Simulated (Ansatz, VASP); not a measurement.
**AgCl in VASP and in Ansatz**

File INCAR:

```
SYSTEM = AgCl
PREC = Accurate
ENCUT = 520
EDIFF = 1E-8
ISMEAR = -1
SIGMA = 0.02
LREAL = .False.
LASPH = .True.
NELM = 80
ALGO = Normal
ISIF = 2
LWAVE = .False.
LCHARG = .False.
GGA = CA
LEFG = .True.
NBANDS = 16
```

File KPOINTS:

```
regular mesh
0
Gamma
  8 8 8
  0 0 0
```

Contents of POSCAR:

```
AgCl
1.0
    0.0000000000      2.7176870000      2.7731500000
    2.7176870000      0.0000000000      2.7731500000
    2.7176870000      2.7176870000      0.0000000000
Ag Cl
1 1
Direct
    0.5000000000      0.5000000000      0.5000000000
    0.0000000000      0.0000000000      0.0000000000
```

Input for Ansatz:

```yaml
crystal:
  lattice:
    - [0.0, 2.717687, 2.77315]
    - [2.717687, 0.0, 2.77315]
    - [2.717687, 2.717687, 0.0]
  atoms:
    - { symbol: Ag, position: [0.5, 0.5, 0.5] }
    - { symbol: Cl, position: [0.0, 0.0, 0.0] }
kpoints:
  mp_grid: { grid: [8, 8, 8] }
scf:
  occupations: { method: fermi_dirac, width: 0.02 }
hamiltonian:
  xc: lda
  pseudopotentials: { kind: all_electron, datasets: crystal }
output:
  forces: true
  stress: true
  eigenvalues: true
  efg: { contact_densities: true }
```

Change from the starting cell: equal xx and yy strain of -2 %, crystal datasets.

Alike in both runs: task electric field gradients; functional LDA; k mesh 8 × 8 × 8; occupations fermi-dirac, width 0.02 eV; no spin polarisation.

|  | VASP | Ansatz |
| --- | --- | --- |
| version | VASP 6.6.1 | Ansatz 0.2.0 |
| potentials or method | VASP PAW LDA potentials, release 64 (Ag, Cl), cutoff 520 eV | all-electron PAW with datasets made for the crystal, scalar-relativistic |

VASP gave:

| Property | Result |
| --- | --- |
| pressure (GPa) | -3.8 |
| traceless stress, the component that is largest in VASP (GPa) | -0.24 |
| size of Vzz on the site where it differs most (V/Å²) | 12.8 |

Q: What did Ansatz give for the same quantities?

A: Pressure (GPa): -3.8; traceless stress, the component that is largest in VASP (GPa): -0.24; size of Vzz on the site where it differs most (V/Å²): 9.8.

LDA's correlation is that of Perdew and Zunger in VASP and of Perdew and Wang (1992) in Ansatz. Ansatz ran all-electron here, and VASP with PAW potentials.
